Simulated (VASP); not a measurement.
Li2O, 3 atoms in the cell. It takes space group Fm-3m (No. 225, cubic). The conventional cell has a = 4.654 Å, b = 4.654 Å, c = 4.654 Å, α = 90.00°, β = 90.00°, γ = 90.00°. Li (site symmetry -43m) has 4 O at 2.02 Å and 6 Li at 2.33 Å within 2.7 Å. Within 2.7 Å of O (site symmetry m-3m) lie 8 Li at 2.02 Å. 

```yaml
Program: VASP 6.6.1
Task: single point
Functional: PBE
Dispersion: D3(BJ)
Potentials_or_basis: VASP PAW PBE potentials, release 64 (Li_sv, O)
Cutoff: 750 eV
k_mesh: 6 × 6 × 6
Occupations: gaussian, width 0.1 eV
Spin: no spin polarisation
Dipole_correction: no
Further_INCAR_settings: ALGO = Normal; EDIFF = 1e-06; NBANDS = 13
```

Potentials or basis: VASP PAW PBE potentials, release 64 (Li_sv, O).

Command:

```bash
$ cat potpaw_PBE.64/Li_sv/POTCAR potpaw_PBE.64/O/POTCAR > POTCAR
$ mpirun -np 1 vasp_std > vasp.out
```

Hardware: 1 thread of Intel(R) Xeon(R) 6975P-C (Granite Rapids) (shared host).

Question: How long does it take, and how much memory?

Answer: Wall time 8.5 s on 1 thread of Intel(R) Xeon(R) 6975P-C (Granite Rapids) (shared host), peak memory 0.16 GiB. Counts: scf iterations 13, k points 16.
